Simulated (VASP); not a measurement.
Input of a VASP 6.6.1 run:

Contents of INCAR:

```
PREC = Accurate ; ENCUT = 500
EDIFF = 1E-6 ; ISMEAR = 0
SIGMA = 0.02 ; LREAL = F
LASPH = T ; NELM = 120
ALGO = Normal ; ISIF = 2
LWAVE = F ; LCHARG = F
GGA = PS ; NBANDS = 16
GGA_COMPAT = F
```

File KPOINTS:

```
Automatic mesh
0
Gamma
  8 8 8
```

POSCAR

```
GaP
1.0
    0.0000000000      2.6917563013      2.6917563013
    2.6917563013      0.0000000000      2.6917563013
    2.6917563013      2.6917563013      0.0000000000
Ga P
1 1
Direct
    0.0000000000      0.0000000000      0.0000000000
    0.2500000000      0.2500000000      0.2500000000
```

Potentials or basis: VASP PAW PBE potentials, release 64 (Ga_d, P).

Command:

```console
$ cat potpaw_PBE.64/Ga_d/POTCAR potpaw_PBE.64/P/POTCAR > POTCAR
$ mpirun -np 1 vasp_std > vasp.out
```

Problem. What does it give for the band gap on the k mesh?

Solution. 1.44 eV (least direct gap 2.06 eV).

Problem. Predict the pressure.

Solution. 2.7 GPa.

Caveat: the PAW data sets were made with another functional, which shifts forces and pressure a little. A k mesh can miss the band edges.
